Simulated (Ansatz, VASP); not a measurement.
# One calculation of TiCo3, two programs

Contents of INCAR:

```
PREC = Accurate
ENCUT = 520
EDIFF = 1E-6
ISMEAR = 0
SIGMA = 0.15
LREAL = F
LASPH = T
NELM = 150
ALGO = Normal
ISIF = 2
LWAVE = F
LCHARG = F
ISPIN = 2
MAGMOM = 0 0.3 0.3 0.3
LORBIT = 11
LMAXMIX = 4
GGA = PS
NBANDS = 32
```

The input KPOINTS:

```
Automatic mesh
0
Gamma
  14 14 14
```

File POSCAR:

```
TiCo3
1.0
    3.3518379425      0.0000000000      0.0000000000
    0.0000000000      3.3518379425      0.0000000000
    0.0000000000      0.0000000000      3.5282504658
Ti Co
1 3
Direct
    0.0000000000      0.0000000000      0.0000000000
    0.0000000000      0.5000000000      0.5000000000
    0.5000000000      0.0000000000      0.5000000000
    0.5000000000      0.5000000000      0.0000000000
```

Input for Ansatz:

```yaml
crystal:
  lattice:
    - [3.3518379425, 0.0, 0.0]
    - [0.0, 3.3518379425, 0.0]
    - [0.0, 0.0, 3.5282504658]
  atoms:
    - { symbol: Ti, position: [0.0, 0.0, 0.0] }
    - { symbol: Co, position: [0.0, 0.5, 0.5], spin: 0.3 }
    - { symbol: Co, position: [0.5, 0.0, 0.5], spin: 0.3 }
    - { symbol: Co, position: [0.5, 0.5, 0.0], spin: 0.3 }
basis:
  ecutwfc: 420
kpoints:
  mp_grid: { grid: [14, 14, 14] }
hamiltonian:
  xc: pbesol
scf:
  occupations: { method: gaussian, width: 0.15 }
output:
  forces: true
  stress: true
  eigenvalues: true
  populations: true
magnetization:
  spin_polarized: true
```

Change from the starting cell: strain -0.050 along x and y, +0.000 along z, atoms carried along.

Alike in both runs: task single point; functional PBEsol; k mesh 14 × 14 × 14; occupations gaussian, width 0.15 eV; collinear spin.

|  | VASP | Ansatz |
| --- | --- | --- |
| version | VASP 6.6.1 | Ansatz 0.2.0 |
| potentials or method | VASP PAW PBE potentials, release 64 (Ti_sv, Co), cutoff 520 eV | scalar-relativistic, plane waves, PAW |
| valence electrons in the cell | 39 | 63 |

Ansatz gave:

```
gap on the k mesh at the Fermi level (eV)                     : none
pressure (GPa)                                                : 30.7
traceless stress, the component that is largest in VASP (GPa) : -6.88
net moment per atom (μB)                                      : 0.00
```

**Question.** Which values does VASP return?

**Answer.** gap on the k mesh at the Fermi level (eV): none; pressure (GPa): 29.6; traceless stress, the component that is largest in VASP (GPa): -6.77; net moment per atom (μB): 0.00.

VASP's potentials were made for PBE, not for PBEsol. A gap of «none» marks a metal or a gap that the smearing closes. Both programs put the cell under a high pressure, so it lies far from rest at this level. VASP's potentials hold 39 valence electrons a cell and Ansatz's 63, so a difference there can come from the potentials and not from the codes. Ansatz's warnings: seeded moment not kept.
